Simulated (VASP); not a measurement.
# CdSn5O (P4/mmm) in VASP: a series of runs

CdSn5O is run at these levels: PBE; tasks: single point, relaxation of cell and atoms.

All numbers are computed with VASP 6.6.1; they aren't measurements. Logs are shortened: lines on timing, memory, paths and dates and some standing lists are left out, and cuts for length are marked.

**1. The cell of the first run**

Symmetry: P4/mmm, No. 123, tetragonal system. The conventional cell has a = 5.661 Å, b = 5.661 Å, c = 7.202 Å, α = 90.00°, β = 90.00°, γ = 90.00°. Cd (site symmetry 4/mmm) has 18 Sn at 3.60 to 4.58 Å within 4.7 Å. Sn (site symmetry mmm) has 6 Sn at 2.83 to 3.53 Å and 2 O at 2.83 Å within 3.7 Å. Within 2.8 Å of Sn (site symmetry 4mm) lie 1 O at 2.10 Å. Within 3.7 Å of Sn (site symmetry 4/mmm) lie 4 Sn at 2.83 Å and 2 Cd at 3.60 Å. O (site symmetry 4/mmm) has 6 Sn at 2.10 to 2.83 Å within 2.9 Å.

The cell was generated, and may not be a known phase.

**2. Single point, PBE**

INCAR

```
ALGO     = Normal         # electronic algorithm
EDIFF    = 1E-7           # SCF threshold, eV
ENCUT    = 520            # plane-wave cutoff, eV
GGA      = PE             # functional
ISIF     = 2              # what is computed and relaxed
ISMEAR   = 0              # smearing method
LASPH    = True           # aspherical terms in the spheres
LCHARG   = True           # write CHGCAR
LELF     = True           # ELF
LREAL    = False          # projectors in reciprocal space
LVHAR    = True         
LWAVE    = False          # write WAVECAR
NBANDS   = 53             # bands
NELM     = 80             # most SCF steps
PREC     = Accurate       # precision mode
SIGMA    = 0.2            # smearing width, eV
```

KPOINTS

```
k-points
0
Gamma
  3 3 3
```

POSCAR

```
CdSn5O
1.0
    5.6605830898      0.0000000000      0.0000000000
    0.0000000000      5.6605830898      0.0000000000
    0.0000000000      0.0000000000      7.2021744355
Cd Sn O
1 5 1
Direct
    0.5000000000      0.5000000000      0.0000000000
    0.5000000000      0.0000000000      0.5000000000
    0.0000000000      0.5000000000      0.5000000000
    0.0000000000      0.0000000000      0.7921116168
    0.0000000000      0.0000000000      0.2078883832
    0.5000000000      0.5000000000      0.5000000000
    0.0000000000      0.0000000000      0.5000000000
```

Potentials or basis: VASP PAW PBE potentials, release 64 (Cd, Sn_d, O).

The run is started by

```
$ cat potpaw_PBE.64/Cd/POTCAR potpaw_PBE.64/Sn_d/POTCAR potpaw_PBE.64/O/POTCAR > POTCAR
$ mpirun -np 1 vasp_std > vasp.out
```

OUTCAR:

```text
EDIFF = 1E-7
   ENCUT = 520
   GGA = PE
   ISIF = 2
   ISMEAR = 0
   LASPH = True
   LREAL = False
   NELM = 80
   PREC = Accurate

 ion  position               nearest neighbor table
   1  0.500  0.500  0.000-   6 3.60   6 3.60
   2  0.500  0.000  0.500-   6 2.83   7 2.83   6 2.83   7 2.83   4 3.53   4 3.53   5 3.53   5 3.53

   3  0.000  0.500  0.500-   6 2.83   7 2.83   7 2.83   6 2.83   4 3.53   5 3.53   4 3.53   5 3.53

   4  0.000  0.000  0.792-   7 2.10   5 2.99   2 3.53   3 3.53   3 3.53   2 3.53
   5  0.000  0.000  0.208-   7 2.10   4 2.99   2 3.53   3 3.53   3 3.53   2 3.53
   6  0.500  0.500  0.500-   2 2.83   3 2.83   2 2.83   3 2.83   1 3.60   1 3.60
   7  0.000  0.000  0.500-   4 2.10   5 2.10   2 2.83   3 2.83   3 2.83   2 2.83

  LATTYP: Found a simple tetragonal cell.
 ALAT       =     5.6605830898
 C/A-ratio  =     1.2723379061

  Lattice vectors:

 A1 = (   5.6605830898,   0.0000000000,   0.0000000000)
 A2 = (   0.0000000000,   5.6605830898,   0.0000000000)
 A3 = (   0.0000000000,   0.0000000000,   7.2021744355)

Analysis of symmetry for initial positions (statically):
=====================================================================
 Subroutine PRICEL returns:
 Original cell was already a primitive cell.

 Routine SETGRP: Setting up the symmetry group for a
 simple tetragonal supercell.

 Subroutine GETGRP returns: Found 16 space group operations
 (whereof 16 operations were pure point group operations)
 out of a pool of 16 trial point group operations.

The static configuration has the point symmetry D_4h.

Analysis of symmetry for dynamics (positions and initial velocities):
=====================================================================
 Subroutine PRICEL returns:
 Original cell was already a primitive cell.

 Routine SETGRP: Setting up the symmetry group for a
 simple tetragonal supercell.

 Subroutine GETGRP returns: Found 16 space group operations
 (whereof 16 operations were pure point group operations)
 out of a pool of 16 trial point group operations.

The dynamic configuration has the point symmetry D_4h.

 Subroutine INISYM returns: Found 16 space group operations
 (whereof 16 operations are pure point group operations),
 and found     1 'primitive' translations

----------------------------------------------------------------------------------------
[... 86 lines left out ...]
   EDIFFG = 0.1E-05   stopping-criterion for IOM
   NSW    =      0    number of steps for IOM
   IBRION =     -1    ionic relax: 0-MD 1-quasi-New 2-CG
   NFREE  =      0    steps in history (QN), initial steepest desc. (CG)
   ISIF   =      2    stress and relaxation
   ISYM   =      2    0-nonsym 1-usesym 2-fastsym
   POTIM  = 0.5000    time-step for ionic-motion
   TEBEG  =    0.0;   TEEND  =   0.0 temperature during run
   PSTRESS=    0.0 pullay stress
   NELECT =      88.0000    total number of electrons
   NUPDOWN=      -1.0000    fix difference up-down
   EMIN   =  10.00;   EMAX   =-10.00  energy-range for DOS
   EFERMI =   0.00;   METHOD = LEGACY
   ISMEAR =     0;   SIGMA  =   0.20  broadening in eV -4-tet -1-fermi 0-gaus
   EFERMI_NEDOS =   21; number of points for ismear=-14 and -15
   IALGO  =     38    algorithm
   IMIX   =      4    mixing-type and parameters
     AMIX     =   0.40;   BMIX     =  1.00
     AMIX_MAG =   1.60;   BMIX_MAG =  1.00
  volume/ion in A,a.u.               =      32.97       222.48
  Fermi-wavevector in a.u.,A,eV,Ry     =   1.187154  2.243396 19.175162  1.409335
  Thomas-Fermi vector in A             =   2.323311
   LORBIT       =      0    0 simple, 1 ext, 2 COOP (PROOUT), +10 PAW based schemes
   GGA     = PE    functional components
   LHFCALC =     F    Hartree Fock is set to
   AEXX    =    0.0000 exact exchange contribution
   IVDW    =     0    specifies the selected vdW correction
   LEPSILON=     F    determine dielectric tensor
   LRPA    =     F    only Hartree local field effects (RPA)
 non-spin polarized calculation
 Gauss-broadening in eV      SIGMA  =   0.20
  energy-cutoff  :      520.00
  volume of cell :      230.77
 maximum number of plane-waves:      6243
 NGX is ok and might be reduce to    42
   NGX = 21   NGY = 21   NGZ = 27

 number of electron      88.0000033 magnetization

 Free energy of the ion-electron system (eV)
  ---------------------------------------------------
  ext. energy  EPLUGINS =         0.00000000
  ---------------------------------------------------
  free energy    TOTEN  =       -23.01684909 eV

  energy without entropy =      -22.90295559  energy(sigma->0) =      -22.95990234

 E-fermi :   3.9639     XC(G=0):  -8.7268

 val. band max:        3.8398912810   @ k =   0.3333   0.3333   0.3333
 cond. band min:       3.9644495259   @ k =   0.3333   0.0000   0.0000
 fundamental gap:      0.1245582449
 Fermi energy:         3.9639069113

 k-point     1 :       0.0000    0.0000    0.0000
  band No.  band energies     occupation
      1     -18.1503      2.00000
      2     -18.0910      2.00000
      3     -18.0039      2.00000
      4     -17.9189      2.00000
      5     -17.8505      2.00000
      6     -17.8505      2.00000
[... 325 lines left out ...]
     52       7.4089      0.00000
     53       7.7252      0.00000

------------------------ aborting loop because EDIFF is reached ----------------------------------------

  FORCE on cell =-STRESS in cart. coord.  units (eV):
  Direction    XX          YY          ZZ          XY          YZ          ZX
  --------------------------------------------------------------------------------------
  -------------------------------------------------------------------------------------
  Total        0.3672931      0.3672931      0.6376321      0.0000000      0.0000000      0.0000000
  in kB        2.5499834      2.5499834      4.4268495      0.0000000      0.0000000      0.0000000
  external PRESSURE =       3.1756055 kB  Pullay stress =       0.0000000 kB

 VOLUME and BASIS-vectors are now :
 -----------------------------------------------------------------------------
  energy-cutoff  :      520.00
  volume of cell :      230.77
      direct lattice vectors                 reciprocal lattice vectors
     5.660583090  0.000000000  0.000000000     0.176660246  0.000000000  0.000000000
     0.000000000  5.660583090  0.000000000     0.000000000  0.176660246  0.000000000
     0.000000000  0.000000000  7.202174435     0.000000000  0.000000000  0.138846956

 POSITION                                       TOTAL-FORCE (eV/Angst)
 -----------------------------------------------------------------------------------
      2.83029      2.83029      0.00000         0.000000      0.000000      0.000000
      2.83029      0.00000      3.60109         0.000000      0.000000      0.000000
      0.00000      2.83029      3.60109         0.000000      0.000000      0.000000
      0.00000      0.00000      5.70493         0.000000      0.000000      0.107114
      0.00000      0.00000      1.49725         0.000000     -0.000000     -0.107114
      2.83029      2.83029      3.60109         0.000000      0.000000      0.000000
      0.00000      0.00000      3.60109         0.000000      0.000000      0.000000
 -----------------------------------------------------------------------------------
    total drift:                                0.000000     -0.000000      0.000000

  FREE ENERGIE OF THE ION-ELECTRON SYSTEM (eV)
  ---------------------------------------------------
  free  energy   TOTEN  =       -23.0168490944 eV

  energy  without entropy=      -22.9029555933  energy(sigma->0) =      -22.95990234
```

OSZICAR:

```text
N       E                     dE             d eps       ncg     rms          rms(c)
DAV:   1     0.104818242620E+04    0.10482E+04   -0.42662E+04   672   0.224E+03
DAV:   2     0.162257161117E+03   -0.88593E+03   -0.86702E+03   636   0.679E+02
DAV:   3    -0.108476408779E+02   -0.17310E+03   -0.16936E+03   745   0.231E+02
DAV:   4    -0.250728111907E+02   -0.14225E+02   -0.13952E+02   697   0.686E+01
DAV:   5    -0.255285804277E+02   -0.45577E+00   -0.45476E+00   702   0.130E+01    0.973E+00
DAV:   6    -0.233310711085E+02    0.21975E+01   -0.12922E+01   998   0.252E+01    0.667E+00
DAV:   7    -0.230175918974E+02    0.31348E+00   -0.56521E+00   684   0.979E+00    0.224E+00
DAV:   8    -0.230239530436E+02   -0.63611E-02   -0.62568E-01   730   0.543E+00    0.102E+00
DAV:   9    -0.230178408033E+02    0.61122E-02   -0.85363E-02   867   0.233E+00    0.399E-01
DAV:  10    -0.230166399219E+02    0.12009E-02   -0.24846E-02   758   0.140E+00    0.130E-01
DAV:  11    -0.230168250129E+02   -0.18509E-03   -0.31243E-03   746   0.383E-01    0.766E-02
DAV:  12    -0.230168593227E+02   -0.34310E-04   -0.86903E-04   902   0.176E-01    0.334E-02
DAV:  13    -0.230168469031E+02    0.12420E-04   -0.12263E-04   745   0.830E-02    0.997E-03
DAV:  14    -0.230168499722E+02   -0.30691E-05   -0.37658E-05   701   0.303E-02    0.761E-03
DAV:  15    -0.230168491402E+02    0.83200E-06   -0.52615E-06   811   0.140E-02    0.206E-03
DAV:  16    -0.230168490944E+02    0.45873E-07   -0.86891E-07   589   0.664E-03
   1 F= -.23016849E+02 E0= -.22959902E+02  d E =-.113894E+00
```

Wall time 2.8 min (1 thread of AMD EPYC 7R43 (Zen 3), shared host); peak memory 0.28 GiB.

What came out:

| Property | Result |
| --- | --- |
| Free energy | -23.0168 eV |
| Pressure | 0.3 GPa |
| Largest force | 0.107 eV/Å |
| Band gap on the k mesh | zero (bands 44 and 45 overlap by 0.49 eV) |

Forces in eV/Å, atoms in the order of the input:
```
Cd   0.000  0.000  0.000
Sn   0.000  0.000  0.000
Sn   0.000  0.000  0.000
Sn   0.000  0.000  0.107
Sn   0.000  0.000 -0.107
Sn   0.000  0.000  0.000
O    0.000  0.000  0.000
```

Caveat: the k points lie up to 0.37 Å⁻¹ apart; semilocal functionals underestimate gaps, and a narrow one can read as zero; spin-orbit coupling is left out, which moves the levels of the heavy elements.

**3. Relaxation of cell and atoms, PBE**

This run uses another cell than the first one, of 28.61 Å³/atom.

INCAR

```
SYSTEM = CdSn5O
PREC = Accurate
ENCUT = 600
EDIFF = 1E-6
ISMEAR = 0
SIGMA = 0.2
LREAL = .False.
LASPH = .True.
NELM = 80
ALGO = Normal
ISIF = 3
LWAVE = .False.
LCHARG = .False.
GGA = PE
IBRION = 2
NSW = 36
EDIFFG = -0.08
```

KPOINTS

```
regular mesh
0
Gamma
  3 3 3
  0 0 0
```

POSCAR

```
CdSn5O
1.0
    5.2759283400      0.0000000000      0.0000000000
    0.0000000000      5.2759283400      0.0000000000
    0.0000000000      0.0000000000      7.1945810200
Cd Sn O
1 5 1
Direct
    0.5000000000      0.5000000000      0.0000000000
    0.5000000000      0.0000000000      0.5000000000
    0.0000000000      0.5000000000      0.5000000000
    0.0000000000      0.0000000000      0.7608258800
    0.0000000000      0.0000000000      0.2391741200
    0.5000000000      0.5000000000      0.5000000000
    0.0000000000      0.0000000000      0.5000000000
```

Potentials or basis: VASP PAW PBE potentials, release 64 (Cd, Sn_d, O).

The run is started by

```
$ cat potpaw_PBE.64/Cd/POTCAR potpaw_PBE.64/Sn_d/POTCAR potpaw_PBE.64/O/POTCAR > POTCAR
$ mpirun -np 1 vasp_std > vasp.out
```

OUTCAR:

```text
SYSTEM = CdSn5O
   PREC = Accurate
   ENCUT = 600
   EDIFF = 1E-6
   ISMEAR = 0
   LREAL = .False.
   LASPH = .True.
   NELM = 80
   ISIF = 3
   GGA = PE
   IBRION = 2
   NSW = 36
   EDIFFG = -0.08

 ion  position               nearest neighbor table
   1  0.500  0.500  0.000-   6 3.60   6 3.60
   2  0.500  0.000  0.500-   6 2.64   7 2.64   6 2.64   7 2.64   4 3.24   4 3.24   5 3.24   5 3.24
                             3 3.73   3 3.73   3 3.73   3 3.73
   3  0.000  0.500  0.500-   6 2.64   7 2.64   7 2.64   6 2.64   4 3.24   5 3.24   4 3.24   5 3.24
                             2 3.73   2 3.73   2 3.73   2 3.73
   4  0.000  0.000  0.761-   7 1.88   3 3.24   2 3.24   3 3.24   2 3.24   5 3.44   5 3.75
   5  0.000  0.000  0.239-   7 1.88   3 3.24   2 3.24   3 3.24   2 3.24   4 3.44   4 3.75
   6  0.500  0.500  0.500-   2 2.64   3 2.64   2 2.64   3 2.64   1 3.60   1 3.60
   7  0.000  0.000  0.500-   4 1.88   5 1.88   2 2.64   3 2.64   3 2.64   2 2.64

  LATTYP: Found a simple tetragonal cell.
 ALAT       =     5.2759283400
 C/A-ratio  =     1.3636616262

  Lattice vectors:

 A1 = (   5.2759283400,   0.0000000000,   0.0000000000)
 A2 = (   0.0000000000,   5.2759283400,   0.0000000000)
 A3 = (   0.0000000000,   0.0000000000,   7.1945810200)

Analysis of symmetry for initial positions (statically):
=====================================================================
 Subroutine PRICEL returns:
 Original cell was already a primitive cell.

 Routine SETGRP: Setting up the symmetry group for a
 simple tetragonal supercell.

 Subroutine GETGRP returns: Found 16 space group operations
 (whereof 16 operations were pure point group operations)
[... 160 lines left out ...]

 val. band max:        5.1840812187   @ k =   0.3333   0.0000   0.3333
 cond. band min:       5.3521980182   @ k =   0.3333   0.0000   0.0000
 fundamental gap:      0.1681167996
 Fermi energy:         5.2929222643

 k-point     1 :       0.0000    0.0000    0.0000
  band No.  band energies     occupation
      1     -18.1115      2.00000
      2     -17.3968      2.00000
      3     -17.1070      2.00000
      4     -17.0067      2.00000
      5     -16.8212      2.00000
      6     -16.8212      2.00000
[... 435 lines left out ...]
  FREE ENERGIE OF THE ION-ELECTRON SYSTEM (eV)
  ---------------------------------------------------
  free  energy   TOTEN  =       -22.8243176903 eV

  energy  without entropy=      -22.7169178380  energy(sigma->0) =      -22.77061776

[... ionic steps 4 to 7 ...]

--------------------------------------- Ionic step        8  -------------------------------------------

 number of electron      87.9999963 magnetization

------------------------ aborting loop because EDIFF is reached ----------------------------------------
[... 77 lines left out ...]
--------------------------------------- Ionic step       10  -------------------------------------------

 number of electron      88.0000013 magnetization

 Free energy of the ion-electron system (eV)
  ---------------------------------------------------
  ext. energy  EPLUGINS =         0.00000000
  ---------------------------------------------------
  free energy    TOTEN  =       -23.00899310 eV

  energy without entropy =      -22.88793614  energy(sigma->0) =      -22.94846462

 E-fermi :   3.8146     XC(G=0):  -8.6473

 val. band max:        3.7853190791   @ k =   0.3333   0.0000   0.0000
 cond. band min:       3.9117104601   @ k =   0.3333   0.0000   0.3333
 fundamental gap:      0.1263913810
 Fermi energy:         3.8145796600

 k-point     1 :       0.0000    0.0000    0.0000
  band No.  band energies     occupation
      1     -18.2429      2.00000
      2     -18.2130      2.00000
      3     -18.1141      2.00000
      4     -18.0263      2.00000
      5     -17.9672      2.00000
      6     -17.9672      2.00000
[... 353 lines left out ...]
  FREE ENERGIE OF THE ION-ELECTRON SYSTEM (eV)
  ---------------------------------------------------
  free  energy   TOTEN  =       -23.0089930979 eV

  energy  without entropy=      -22.8879361387  energy(sigma->0) =      -22.94846462

 reached required accuracy - stopping structural energy minimisation
```

OSZICAR:

```text
N       E                     dE             d eps       ncg     rms          rms(c)
DAV:   1     0.110292810121E+04    0.11029E+04   -0.46335E+04   676   0.263E+03
DAV:   2     0.174454062208E+03   -0.92847E+03   -0.91086E+03   624   0.751E+02
DAV:   3    -0.708655229625E+01   -0.18154E+03   -0.17741E+03   680   0.251E+02
[... 115 lines left out ...]
DAV:   6    -0.230089853327E+02    0.37145E-04   -0.62736E-04   884   0.200E-01    0.414E-02
DAV:   7    -0.230089907458E+02   -0.54131E-05   -0.92623E-05   704   0.797E-02    0.134E-02
DAV:   8    -0.230089953069E+02   -0.45611E-05   -0.13145E-05   712   0.254E-02    0.472E-03
DAV:   9    -0.230089931556E+02    0.21513E-05   -0.22937E-06   480   0.142E-02    0.146E-03
DAV:  10    -0.230089930979E+02    0.57709E-07   -0.53116E-07   320   0.569E-03
  10 F= -.23008993E+02 E0= -.22948465E+02  d E =-.154147E-01
```

CONTCAR:

```text
CdSn5O
   1.00000000000000
     5.7057243717077544    0.0000000000000000   -0.0000000000000000
     0.0000000000000000    5.7057243717077544   -0.0000000000000000
     0.0000000000000000    0.0000000000000000    7.2186010659144593
  Cd              Sn              O
     1     5     1
Direct
     0.5000000000000000    0.5000000000000000    0.0000000000000000
     0.5000000000000000    0.0000000000000000    0.5000000000000000
     0.0000000000000000    0.5000000000000000    0.5000000000000000
     1.0000000000000000    1.0000000000000000    0.7918259176350784
     0.0000000000000000    0.0000000000000000    0.2081740823649218
     0.5000000000000000    0.5000000000000000    0.5000000000000000
     0.0000000000000000    0.0000000000000000    0.5000000000000000

  0.00000000E+00  0.00000000E+00  0.00000000E+00
  0.00000000E+00  0.00000000E+00  0.00000000E+00
  0.00000000E+00  0.00000000E+00  0.00000000E+00
  0.00000000E+00  0.00000000E+00  0.00000000E+00
  0.00000000E+00  0.00000000E+00  0.00000000E+00
  0.00000000E+00  0.00000000E+00  0.00000000E+00
  0.00000000E+00  0.00000000E+00  0.00000000E+00
```

Wall time 17 min (1 thread of AMD EPYC 7R43 (Zen 3), shared host); peak memory 0.32 GiB.

Results:

| Item | Value |
| --- | --- |
| Free energy | -23.0090 eV |
| Relaxed volume | 33.57 Å³/atom |
| Relaxed cell | a = 5.706 Å, b = 5.706 Å, c = 7.219 Å, α = 90.00°, β = 90.00°, γ = 90.00° |
| Space group after relaxing (to 0.1 Å) | P4/mmm (No. 123) |
| Energy gained by relaxing | 299.0 meV/atom |
| Ionic steps | 10 |
| Pressure after relaxing | -0.2 GPa |
| Largest force after relaxing | 0.015 eV/Å |
| Band gap on the k mesh | zero (bands 44 and 45 overlap by 0.49 eV) |

Forces on the atoms (eV/Å):
```
Cd   0.000  0.000  0.000
Sn   0.000  0.000  0.000
Sn   0.000  0.000  0.000
Sn   0.000  0.000 -0.015
Sn   0.000  0.000  0.015
Sn   0.000  0.000  0.000
O    0.000  0.000  0.000
```

The path:
```
step  energy change (eV)  largest force (eV/Å)  pressure (GPa)  volume (Å³)
   1              0.0000                5.8493           12.68       200.26
   2             -1.1351                0.9916           -3.93       273.24
   3             -1.9086                0.0366           -0.14       236.67
   4             -1.9097                0.0877            0.00       235.90
   5             -1.9099                0.1385            0.14       235.15
   6             -2.0233                0.1877           -0.16       237.13
   7             -2.0770                0.2467           -0.22       239.26
   8             -2.0778                0.2548           -0.20       239.51
   9             -2.0860                0.1671           -0.20       237.93
  10             -2.0933                0.0151           -0.16       235.00
```

Final structure:
```xyz
7
Lattice="5.7057 0.0000 0.0000 0.0000 5.7057 0.0000 0.0000 0.0000 7.2186" Properties=species:S:1:pos:R:3 pbc="T T T"
Cd    2.8529    2.8529    0.0000
Sn    2.8529    0.0000    3.6093
Sn    0.0000    2.8529    3.6093
Sn    5.7057    5.7057    5.7159
Sn    0.0000    0.0000    1.5027
Sn    2.8529    2.8529    3.6093
O     0.0000    0.0000    3.6093
```

Caveat: the k points lie up to 0.37 Å⁻¹ apart in the final cell; the volume moved by over 15 % at a fixed basis, so the end points are rough; semilocal functionals underestimate gaps, and a narrow one can read as zero; spin-orbit coupling is left out, which moves the levels of the heavy elements.

The gap in the log of VASP goes by the Fermi energy; the results here count the filled bands.